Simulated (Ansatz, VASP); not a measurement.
One calculation of GaP, two programs

The input INCAR:

```
ALGO = Normal
EDIFF = 1E-6
ENCUT = 520
GGA = CA
GGA_COMPAT = F
ISIF = 2
ISMEAR = -1
LASPH = T
LCHARG = F
LORBIT = 11
LORBMOM = T
LREAL = F
LSORBIT = T
LWAVE = F
MAGMOM = 0 0 0 0 0 0
NBANDS = 30
NELM = 150
PREC = Accurate
SIGMA = 0.05
```

Contents of KPOINTS:

```
k-points
0
Gamma
  6 6 6
```

The input POSCAR:

```
GaP
1.0
    0.0000000000      2.7252500000      2.7252500000
    2.7252500000      0.0000000000      2.7252500000
    2.7252500000      2.7252500000      0.0000000000
Ga P
1 1
Direct
    0.0000000000      0.0000000000      0.0000000000
    0.7500000000      0.7500000000      0.7500000000
```

The input input.yaml:

```yaml
crystal:
  lattice:
    - [0.0, 2.72525, 2.72525]
    - [2.72525, 0.0, 2.72525]
    - [2.72525, 2.72525, 0.0]
  atoms:
    - { symbol: Ga, position: [0.0, 0.0, 0.0] }
    - { symbol: P, position: [0.75, 0.75, 0.75] }
kpoints:
  mp_grid: { grid: [6, 6, 6] }
  band_path:
    path:
      - [0.0, 0.0, 0.0]
      - [0.5, 0.0, 0.5]
      - [0.5, 0.25, 0.75]
      - [0.375, 0.375, 0.75]
      - [0.0, 0.0, 0.0]
      - [0.5, 0.5, 0.5]
      - [0.625, 0.25, 0.625]
      - [0.5, 0.25, 0.75]
    npoints: 8
scf:
  occupations: { method: fermi_dirac, width: 0.05 }
hamiltonian:
  xc: lda
  pseudopotentials: { kind: all_electron, lapw: { basis_error: 0.001 } }
magnetization:
  noncollinear: true
  spin_orbit: true
output:
  forces: true
  stress: true
  eigenvalues: true
```

Alike in both runs: functional LDA; k mesh 6 × 6 × 6; occupations fermi-dirac, width 0.05 eV; non-collinear spin, spin-orbit coupling.

|  | VASP | Ansatz |
| --- | --- | --- |
| version | VASP 6.6.1 | Ansatz 0.2.0 |
| potentials or method | VASP PAW LDA potentials, release 64 (Ga_d, P), cutoff 520 eV | all-electron LAPW, relativistic spinors |
| task | single point | band structure |

|  | VASP | Ansatz | Ansatz less VASP |
| --- | --- | --- | --- |
| pressure (GPa) | -2.7 | -2.7 | +0.01 |
| net moment per atom (μB) | 0.00 | 0.00 | 0.000 |

LDA's correlation is that of Perdew and Zunger in VASP and of Perdew and Wang (1992) in Ansatz. Ansatz ran all-electron here, and VASP with PAW potentials.
